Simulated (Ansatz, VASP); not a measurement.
## Two plane-wave programs on NaF

File INCAR:

```
ALGO     = Normal         # electronic algorithm
EDIFF    = 1E-7           # SCF threshold, eV
EDIFFG   = -0.01          # ionic threshold
ENCUT    = 600            # plane-wave cutoff, eV
GGA      = PE             # functional
GGA_COMPAT= False        
IBRION   = 2              # ionic algorithm
ISIF     = 3              # what is computed and relaxed
ISMEAR   = 1              # smearing method
LASPH    = True           # aspherical terms in the spheres
LCHARG   = False          # write CHGCAR
LREAL    = False          # projectors in reciprocal space
LWAVE    = False          # write WAVECAR
NELM     = 120            # most SCF steps
NELMIN   = 4            
NSW      = 100            # ionic steps
PREC     = Accurate       # precision mode
SIGMA    = 0.02           # smearing width, eV
```

KPOINTS

```
k-points
0
Gamma
  8 8 8
```

POSCAR

```
NaF
1.0
    0.0000000000      2.3502771129      2.3502771129
    2.3502771129      0.0000000000      2.3502771129
    2.3502771129      2.3502771129      0.0000000000
Na F
1 1
Direct
    0.0000000000      0.0000000000      0.0000000000
    0.5000000000      0.5000000000      0.5000000000
```

Input for Ansatz:

```yaml
crystal:
  lattice:
    - [0.0, 2.3502771129, 2.3502771129]
    - [2.3502771129, 0.0, 2.3502771129]
    - [2.3502771129, 2.3502771129, 0.0]
  atoms:
    - { symbol: Na, position: [0.0, 0.0, 0.0] }
    - { symbol: F, position: [0.5, 0.5, 0.5] }
basis:
  ecutwfc: 420
kpoints:
  mp_grid: { grid: [8, 8, 8] }
hamiltonian:
  xc: pbe
scf:
  occupations: { method: cold, width: 0.1 }
  initial_density: { chi_scale: 0.1 }
output:
  forces: true
  eigenvalues: true
  stress: true
relax:
  adjacent_minimum: "off"
  f_tol: 0.01
  max_steps: 80
  cell: { stress_tol: 0.05 }
```

Alike in both runs: task relaxation of cell and atoms; functional PBE; k mesh 8 × 8 × 8; no spin polarisation.

|  | VASP | Ansatz |
| --- | --- | --- |
| version | VASP 6.6.1 | Ansatz 0.2.0 |
| potentials or method | VASP PAW PBE potentials, release 64 (Na_pv, F), cutoff 600 eV | scalar-relativistic, plane waves, PAW |
| occupations | methfessel-paxton of order 1, width 0.02 eV | cold, width 0.1 eV |
| valence electrons in the cell | 14 | 16 |

Ansatz gave:

```
gap on the k mesh at the Fermi level, each at its own relaxed structure (eV) : 6.09
relaxed volume (Å³/atom)                                                     : 12.98
relaxed length of the cell vector where the two differ most in proportion (Å)              : 3.324
```

Question: Which values does VASP return?

Answer: gap on the k mesh at the Fermi level, each at its own relaxed structure (eV): 6.09; relaxed volume (Å³/atom): 12.95; relaxed length of the cell vector where the two differ most in proportion (Å): 3.321.

VASP's potentials hold 14 valence electrons a cell and Ansatz's 16, so a difference there can come from the potentials and not from the codes.
